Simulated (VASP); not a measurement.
Crystal: TePb.

```
Pb Te
1.0
     0.00000    3.20931    3.20931
     3.20931    0.00000    3.20931
     3.20931    3.20931    0.00000
Pb Te
1 1
Direct
  0.00000 0.00000 0.00000
  0.50000 0.50000 0.50000
```

Base run:

```yaml
Program: VASP 6.6.1
Functional: r2SCAN
Potentials_or_basis: VASP PAW PBE potentials, release 64 (Pb_d, Te)
Cutoff: 520 eV
k_mesh: 7 × 7 × 7
Occupations: fermi-dirac, width 0.05 eV
Spin: no spin polarisation
```

Its results: pressure 2.6 GPa.

Q: After a change of settings the same cell gave: pressure 6.6 GPa. Which change was it?
A. functional from r2SCAN to BLYP
B. functional from r2SCAN to LDA; potentials or basis from VASP PAW PBE potentials, release 64 (Pb_d, Te) to VASP PAW LDA potentials, release 64 (Pb_d, Te)
C. functional from r2SCAN to PBEsol; further incar settings from ALGO = Normal; EDIFF = 1e-06; NBANDS = 17 to ALGO = Normal; EDIFF = 1e-07; NBANDS = 17
D. functional from r2SCAN to PBEsol; dispersion from none to D3(BJ)

A: A.

Caveats: the PAW data sets were made with another functional, which shifts forces and pressure a little.
